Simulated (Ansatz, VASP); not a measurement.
Two plane-wave programs on TiH5

```
Ti H
1.0
     3.35382    0.00000    0.00000
    -1.67691    2.90450    0.00000
     0.00000    0.00000    2.92513
Ti H
1 5
Direct
  0.00000 0.00000 0.00000
  0.33333 0.66667 0.00000
  0.66667 0.33333 0.00000
  0.50000 0.00000 0.50000
  0.50000 0.50000 0.50000
  0.00000 0.50000 0.50000
```

Change from the starting cell: species swapped into the CeIr5 type (P6/mmm, No. 191).

Alike in both runs: functional PBE; k mesh 12 × 12 × 12; occupations gaussian, width 0.1 eV; no spin polarisation.

Ansatz relaxed the structure, and its values are those at the end. VASP's run is a single point on that final structure, the one shown.

|  | VASP | Ansatz |
| --- | --- | --- |
| version | VASP 6.6.1 | Ansatz 0.2.0 |
| potentials or method | VASP PAW PBE potentials, release 64 (Ti_sv, H), cutoff 520 eV | scalar-relativistic, plane waves, PAW |
| valence electrons in the cell | 17 | 17 |

```csv
,VASP,Ansatz,Ansatz less VASP
gap on the k mesh at the Fermi level (eV),none,none,-
pressure (GPa),-0.3,0.0,+0.25
```

A gap of «none» marks a metal or a gap that the smearing closes. The functional is the same, so the differences come from potentials, cutoffs and numerics.
